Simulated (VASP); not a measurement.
# MgS in VASP: further runs, part 2 of 2

VASP 6.6.1.

### 3 Single point, PBE (epitaxial xy strain -2.0%)

Input file INCAR:

```
ALGO = Normal
EDIFF = 1E-6
ENCUT = 520
GGA = PE
ISIF = 2
ISMEAR = 0
LASPH = True
LCHARG = False
LREAL = False
LWAVE = False
NBANDS = 11
NELM = 100
PREC = Accurate
SIGMA = 0.01
```

Input file KPOINTS:

```
k-points
0
Gamma
  4 4 4
```

Input file POSCAR:

```
MgS
1.0
    0.0000000000      2.7742593044      2.9063722572
    2.7742593044      0.0000000000      2.9063722572
    2.7742593044      2.7742593044      0.0000000000
Mg S
1 1
Direct
    0.0000000000      0.0000000000      0.0000000000
    0.2500000000      0.2500000000      0.2500000000
```

Potentials or basis: VASP PAW PBE potentials, release 64 (Mg, S).

The run is started by

```
> cat potpaw_PBE.64/Mg/POTCAR potpaw_PBE.64/S/POTCAR > POTCAR
> mpirun -np 1 vasp_std > vasp.out
```

OUTCAR:

```text
EDIFF = 1E-6
   ENCUT = 520
   GGA = PE
   ISIF = 2
   ISMEAR = 0
   LASPH = True
   LREAL = False
   NELM = 100
   PREC = Accurate

 ion  position               nearest neighbor table
   1  0.000  0.000  0.000-   2 2.44   2 2.44   2 2.44   2 2.44
   2  0.250  0.250  0.250-   1 2.44   1 2.44   1 2.44   1 2.44

  LATTYP: Found a body centered tetragonal cell.
 ALAT       =     3.9233951338
 C/A-ratio  =     1.4815598012

  Lattice vectors:

 A1 = (  -2.7742593044,   0.0000000000,   2.9063722572)
 A2 = (   2.7742593044,   0.0000000000,   2.9063722572)
 A3 = (   0.0000000000,   2.7742593044,  -2.9063722572)

Analysis of symmetry for initial positions (statically):
=====================================================================
 Subroutine PRICEL returns:
 Original cell was already a primitive cell.

 Routine SETGRP: Setting up the symmetry group for a
 body centered tetragonal supercell.

 Subroutine GETGRP returns: Found  8 space group operations
 (whereof  8 operations were pure point group operations)
 out of a pool of 16 trial point group operations.

The static configuration has the point symmetry D_2d.

Analysis of symmetry for dynamics (positions and initial velocities):
=====================================================================
 Subroutine PRICEL returns:
 Original cell was already a primitive cell.

 Routine SETGRP: Setting up the symmetry group for a
 body centered tetragonal supercell.

 Subroutine GETGRP returns: Found  8 space group operations
 (whereof  8 operations were pure point group operations)
 out of a pool of 16 trial point group operations.

The dynamic configuration has the point symmetry D_2d.

 Subroutine INISYM returns: Found  8 space group operations
 (whereof  8 operations are pure point group operations),
 and found     1 'primitive' translations

----------------------------------------------------------------------------------------

                                     Primitive cell

  volume of cell :      44.7379

  direct lattice vectors                    reciprocal lattice vectors
     0.000000000  2.774259304  2.906372257    -0.180228286  0.180228286  0.172035774
     2.774259304  0.000000000  2.906372257     0.180228286 -0.180228286  0.172035774
     2.774259304  2.774259304  0.000000000     0.180228286  0.180228286 -0.172035774

  length of vectors
     4.017899250  4.017899250  3.923395134     0.307507362  0.307507362  0.307507362

  position of ions in fractional coordinates (direct lattice)
     0.000000000  0.000000000  0.000000000
     0.250000000  0.250000000  0.250000000

  ion indices of the primitive-cell ions
   primitive index   ion index
                 1           1
                 2           2

----------------------------------------------------------------------------------------

 KPOINTS: k-points

Automatic generation of k-mesh.
 Grid dimensions read from file:
 generate k-points for:    4    4    4

 Generating k-lattice:

  Cartesian coordinates                     Fractional coordinates (reciprocal lattice)
    -0.045057072  0.045057072  0.043008943     0.250000000 -0.000000000  0.000000000
[... 26 lines left out ...]
 -0.250000  0.500000  0.250000      4.000000
  0.500000  0.000000  0.500000      2.000000
 -0.250000  0.250000  0.500000      2.000000
   k-points           NKPTS =     13   k-points in BZ     NKDIM =     13   number of bands    NBANDS=     11
   number of dos      NEDOS =    301   number of ions     NIONS =      2
   total plane-waves  NPLWV =  27000
   dimension x,y,z NGX =    30 NGY =   30 NGZ =   30
   dimension x,y,z NGXF=    60 NGYF=   60 NGZF=   60
   ions per type =               1   1
   NGX,Y,Z   is equivalent  to a cutoff of  12.41, 12.41, 12.71 a.u.
   NGXF,Y,Z  is equivalent  to a cutoff of  24.83, 24.83, 25.42 a.u.
 SYSTEM =  unknown system
   PREC   = accura    normal or accurate (medium, high low for compatibility)
   ISTART =      0    job   : 0-new  1-cont  2-samecut
   ICHARG =      2    charge: 1-file 2-atom 10-const
   ISPIN  =      1    spin polarized calculation?
   LNONCOLLINEAR =      F non collinear calculations
   LSORBIT =      F    spin-orbit coupling
   LASPH  =      T    aspherical Exc in radial PAW
   ENCUT  =  520.0 eV  38.22 Ry    6.18 a.u.   7.47  7.47  7.29*2*pi/ulx,y,z
   NELM   =    100;   NELMIN=  2; NELMDL= -5     # of ELM steps
   EDIFF  = 0.1E-05   stopping-criterion for ELM
   LREAL  =      F    real-space projection
   EDIFFG = 0.1E-04   stopping-criterion for IOM
   NSW    =      0    number of steps for IOM
   IBRION =     -1    ionic relax: 0-MD 1-quasi-New 2-CG
   NFREE  =      0    steps in history (QN), initial steepest desc. (CG)
   ISIF   =      2    stress and relaxation
   ISYM   =      2    0-nonsym 1-usesym 2-fastsym
   POTIM  = 0.5000    time-step for ionic-motion
   TEBEG  =    0.0;   TEEND  =   0.0 temperature during run
   PSTRESS=    0.0 pullay stress
   NELECT =       8.0000    total number of electrons
   NUPDOWN=      -1.0000    fix difference up-down
   EMIN   =  10.00;   EMAX   =-10.00  energy-range for DOS
   EFERMI =   0.00;   METHOD = LEGACY
   ISMEAR =     0;   SIGMA  =   0.01  broadening in eV -4-tet -1-fermi 0-gaus
   EFERMI_NEDOS =   21; number of points for ismear=-14 and -15
   IALGO  =     38    algorithm
   IMIX   =      4    mixing-type and parameters
     AMIX     =   0.40;   BMIX     =  1.00
     AMIX_MAG =   1.60;   BMIX_MAG =  1.00
  volume/ion in A,a.u.               =      22.37       150.95
  Fermi-wavevector in a.u.,A,eV,Ry     =   0.922316  1.742924 11.574023  0.850667
  Thomas-Fermi vector in A             =   2.047829
   LORBIT       =      0    0 simple, 1 ext, 2 COOP (PROOUT), +10 PAW based schemes
   GGA     = PE    functional components
   LHFCALC =     F    Hartree Fock is set to
   AEXX    =    0.0000 exact exchange contribution
   IVDW    =     0    specifies the selected vdW correction
   LEPSILON=     F    determine dielectric tensor
   LRPA    =     F    only Hartree local field effects (RPA)
 non-spin polarized calculation
 Gauss-broadening in eV      SIGMA  =   0.01
  energy-cutoff  :      520.00
  volume of cell :       44.74
 maximum number of plane-waves:      1218
 NGX is ok and might be reduce to    30
   NGX = 15   NGY = 15   NGZ = 15

 number of electron       8.0000001 magnetization

 Free energy of the ion-electron system (eV)
  ---------------------------------------------------
  ext. energy  EPLUGINS =         0.00000000
  ---------------------------------------------------
  free energy    TOTEN  =        -8.44574969 eV

  energy without entropy =       -8.44574969  energy(sigma->0) =       -8.44574969

 E-fermi :   1.2833     XC(G=0):  -8.4410

 val. band max:        1.2140721467   @ k =   0.0000   0.0000   0.0000
 cond. band min:       4.6818839091   @ k =   0.0000   0.0000   0.0000
 fundamental gap:      3.4678117624
 Fermi energy:         1.2833365122

 k-point     1 :       0.0000    0.0000    0.0000
  band No.  band energies     occupation
      1     -10.1458      2.00000
      2       1.0792      2.00000
      3       1.2141      2.00000
      4       1.2141      2.00000
      5       4.6819      0.00000
      6       9.1251      0.00000
      7       9.1687      0.00000
      8       9.1687      0.00000
      9      11.5966      0.00000
     10      12.4184      0.00000
     11      14.4435      0.00000
[... 155 lines left out ...]
 k-point    13 :      -0.2500    0.2500    0.5000
  band No.  band energies     occupation
      1      -9.1812      2.00000
      2      -1.1312      2.00000
      3      -0.6976      2.00000
      4      -0.1861      2.00000
      5       6.5192      0.00000
      6       9.0231      0.00000
      7       9.2101      0.00000
      8       9.3923      0.00000
      9      14.1540      0.00000
     10      15.3227      0.00000
     11      15.5025      0.00000

------------------------ aborting loop because EDIFF is reached ----------------------------------------

  FORCE on cell =-STRESS in cart. coord.  units (eV):
  Direction    XX          YY          ZZ          XY          YZ          ZX
  --------------------------------------------------------------------------------------
  -------------------------------------------------------------------------------------
  Total        0.6145691      0.6145691      0.2994220      0.0000000      0.0000000      0.0000000
  in kB       22.0092856     22.0092856     10.7230649      0.0000000      0.0000000      0.0000000
  external PRESSURE =      18.2472121 kB  Pullay stress =       0.0000000 kB

 VOLUME and BASIS-vectors are now :
 -----------------------------------------------------------------------------
  energy-cutoff  :      520.00
  volume of cell :       44.74
      direct lattice vectors                 reciprocal lattice vectors
     0.000000000  2.774259304  2.906372257    -0.180228286  0.180228286  0.172035774
     2.774259304  0.000000000  2.906372257     0.180228286 -0.180228286  0.172035774
     2.774259304  2.774259304  0.000000000     0.180228286  0.180228286 -0.172035774

 POSITION                                       TOTAL-FORCE (eV/Angst)
 -----------------------------------------------------------------------------------
      0.00000      0.00000      0.00000         0.000000      0.000000     -0.000000
      1.38713      1.38713      1.45319        -0.000000     -0.000000      0.000000
 -----------------------------------------------------------------------------------
    total drift:                               -0.000000     -0.000000      0.000000

  FREE ENERGIE OF THE ION-ELECTRON SYSTEM (eV)
  ---------------------------------------------------
  free  energy   TOTEN  =        -8.4457496894 eV

  energy  without entropy=       -8.4457496894  energy(sigma->0) =       -8.44574969
```

OSZICAR:

```text
N       E                     dE             d eps       ncg     rms          rms(c)
DAV:   1     0.260225231135E+02    0.26023E+02   -0.32903E+03   286   0.576E+02
DAV:   2    -0.706834880705E+01   -0.33091E+02   -0.32145E+02   368   0.975E+01
DAV:   3    -0.895329759347E+01   -0.18849E+01   -0.18823E+01   354   0.265E+01
DAV:   4    -0.896888980160E+01   -0.15592E-01   -0.15591E-01   383   0.292E+00
DAV:   5    -0.896905923162E+01   -0.16943E-03   -0.16943E-03   343   0.284E-01    0.407E+00
DAV:   6    -0.847497977459E+01    0.49408E+00   -0.11986E+00   313   0.413E+00    0.313E+00
DAV:   7    -0.843856621926E+01    0.36414E-01   -0.28006E-01   334   0.218E+00    0.246E+00
DAV:   8    -0.844640012855E+01   -0.78339E-02   -0.23465E-02   313   0.930E-01    0.138E+00
DAV:   9    -0.844553811791E+01    0.86201E-03   -0.24037E-03   343   0.245E-01    0.433E-01
DAV:  10    -0.844574439514E+01   -0.20628E-03   -0.64497E-04   331   0.120E-01    0.101E-01
DAV:  11    -0.844574823532E+01   -0.38402E-05   -0.55939E-05   346   0.310E-02    0.528E-02
DAV:  12    -0.844574970855E+01   -0.14732E-05   -0.70197E-06   331   0.131E-02    0.612E-03
DAV:  13    -0.844574968941E+01    0.19139E-07   -0.29820E-07   305   0.280E-03
   1 F= -.84457497E+01 E0= -.84457497E+01  d E =-.257476E-24
```

Wall time 5.2 s (1 thread of Intel Xeon Platinum 8488C (Sapphire Rapids), shared host); peak memory 0.16 GiB.

Results:

```yaml
Free_energy: -8.4457 eV
Pressure: 1.8 GPa
Band_gap_on_the_k_mesh: 3.47 eV, direct
```

Stress tensor (GPa, compression positive):
```
2.20 0.00 0.00
0.00 2.20 0.00
0.00 0.00 1.07
```

Levels at points of the mesh, in eV from the valence-band top:
| k point | band 1 | band 2 | band 3 | band 4 | band 5 | band 6 | band 7 | band 8 | band 9 |
| --- | --- | --- | --- | --- | --- | --- | --- | --- | --- |
| (0.00, 0.00, 0.00) | -11.36 | -0.13 | 0.00 | 0.00 | 3.47 | 7.91 | 7.95 | 7.95 | 10.38 |
| (0.50, 0.00, 0.00) | -10.66 | -3.22 | -0.50 | -0.26 | 5.08 | 7.43 | 7.83 | 8.63 | 12.90 |
| (0.50, 0.50, 0.00) | -10.48 | -3.04 | -0.94 | -0.94 | 3.90 | 5.84 | 10.87 | 12.49 | 12.49 |
| (0.50, 0.00, 0.50) | -10.40 | -2.83 | -1.18 | -1.16 | 3.79 | 5.50 | 11.40 | 11.82 | 12.72 |

Caveat: the k points lie up to 0.48 Å⁻¹ apart; the cell differs from its parent crystal (epitaxial xy strain -2.0%). A k mesh can miss the band edges.

### 4 Single point, PBE (epitaxial xy strain -1.0%)

Input file INCAR:

```
ALGO = Normal ; EDIFF = 1E-6
ENCUT = 520 ; GGA = PE
ISIF = 2 ; ISMEAR = 0
LASPH = True ; LCHARG = True
LELF = True ; LREAL = False
LVHAR = True ; LWAVE = False
NBANDS = 11 ; NELM = 100
PREC = Accurate ; SIGMA = 0.01
```

KPOINTS is that of step 3.

Input file POSCAR:

```
MgS
1.0
    0.0000000000      2.8025680728      2.8696357606
    2.8025680728      0.0000000000      2.8696357606
    2.8025680728      2.8025680728      0.0000000000
Mg S
1 1
Direct
    0.0000000000      0.0000000000      0.0000000000
    0.2500000000      0.2500000000      0.2500000000
```

The run is started by

```
> cat potpaw_PBE.64/Mg/POTCAR potpaw_PBE.64/S/POTCAR > POTCAR
> mpirun -np 1 vasp_std > vasp.out
```

Run time: 5.7 s. Hardware: 1 thread of Intel Xeon Platinum 8488C (Sapphire Rapids), shared host; peak memory 0.16 GiB.

It converged, with:

```yaml
Free_energy: -8.4528 eV
Pressure: 1.4 GPa
Band_gap_on_the_k_mesh: 3.46 eV, direct
```

Stress tensor (GPa, compression positive):
```
1.58 0.00 0.00
0.00 1.58 0.00
0.00 0.00 1.04
```

Levels at points of the mesh, in eV from the valence-band top:
| k point | band 2 | band 3 | band 4 | band 5 | band 6 | band 7 |
| --- | --- | --- | --- | --- | --- | --- |
| (0.00, 0.00, 0.00) | -0.06 | 0.00 | 0.00 | 3.46 | 7.93 | 7.95 |
| (0.50, 0.00, 0.00) | -3.17 | -0.41 | -0.29 | 5.10 | 7.52 | 7.73 |
| (0.50, 0.50, 0.00) | -2.93 | -0.99 | -0.99 | 3.89 | 5.74 | 11.01 |
| (0.50, 0.00, 0.50) | -2.82 | -1.10 | -1.09 | 3.83 | 5.57 | 11.28 |

Caveat: the k points lie up to 0.48 Å⁻¹ apart; the cell differs from its parent crystal (epitaxial xy strain -1.0%).

### 5 Single point, PBE (epitaxial xy strain +1.0%)

Input file INCAR:

```
PREC = Accurate
ENCUT = 520
EDIFF = 1E-7
ISMEAR = 0
SIGMA = 0.01
LREAL = False
LASPH = True
NELM = 60
ALGO = Normal
ISIF = 2
LWAVE = False
LCHARG = True
GGA = PE
LELF = True
LVHAR = True
NBANDS = 11
```

Input file KPOINTS:

```
Automatic mesh
0
Gamma
  4 4 4
```

Input file POSCAR:

```
MgS
1.0
    0.0000000000      2.8591856096      2.7908474565
    2.8591856096      0.0000000000      2.7908474565
    2.8591856096      2.8591856096      0.0000000000
Mg S
1 1
Direct
    0.0000000000      0.0000000000      0.0000000000
    0.2500000000      0.2500000000      0.2500000000
```

The run is started by

```
> cat potpaw_PBE.64/Mg/POTCAR potpaw_PBE.64/S/POTCAR > POTCAR
> mpirun -np 1 vasp_std > vasp.out
```

Run time: 5.8 s. Hardware: 1 thread of Intel Xeon Platinum 8488C (Sapphire Rapids), shared host; peak memory 0.16 GiB.

The run converged. Its results:

| Property | Result |
| --- | --- |
| Free energy | -8.4565 eV |
| Pressure | 0.7 GPa |
| Band gap on the k mesh | 3.38 eV, direct |

Stress tensor (GPa, compression positive):
```
0.51 0.00 0.00
0.00 0.51 0.00
0.00 0.00 0.99
```

Levels at points of the mesh, in eV from the valence-band top:
```csv
k point,band 2,band 3,band 4,band 5,band 6,band 7
"(0.00, 0.00, 0.00)",-0.06,-0.06,0.00,3.38,7.88,7.88
"(0.50, 0.00, 0.00)",-3.15,-0.42,-0.31,5.04,7.47,7.71
"(0.50, 0.50, 0.00)",-2.76,-1.14,-1.14,3.81,5.48,11.25
"(0.50, 0.00, 0.50)",-2.87,-1.03,-1.02,3.86,5.65,10.96
```

Caveat: the k points lie up to 0.48 Å⁻¹ apart; the cell differs from its parent crystal (epitaxial xy strain +1.0%). A k mesh can miss the band edges.

### 6 Overview

| cell | gap on the mesh (eV) | pressure (GPa) |
| --- | --- | --- |
| a = 4.003 Å, angles 60.0°, 2 atoms | 3.45 | 1.0 |
| a = 4.018, b = 4.018, c = 3.923 Å, angles 60.8, 60.8, 58.4°, 2 atoms | 3.47 | 1.8 |
| a = 4.011, b = 4.011, c = 3.963 Å, angles 60.4, 60.4, 59.2°, 2 atoms | 3.46 | 1.4 |
| a = 3.995, b = 3.995, c = 4.043 Å, angles 59.6, 59.6, 60.8°, 2 atoms | 3.38 | 0.7 |

Alike in all rows: task single point; level PBE; potentials or basis VASP PAW PBE potentials, release 64 (Mg, S); no spin polarisation; k mesh 4 × 4 × 4; cutoff (eV) 520; smearing gaussian 0.01 eV.

Caveats: all runs use coarse meshes.

Total energies depend on the potentials used, so only differences within one code and one set of settings carry meaning.
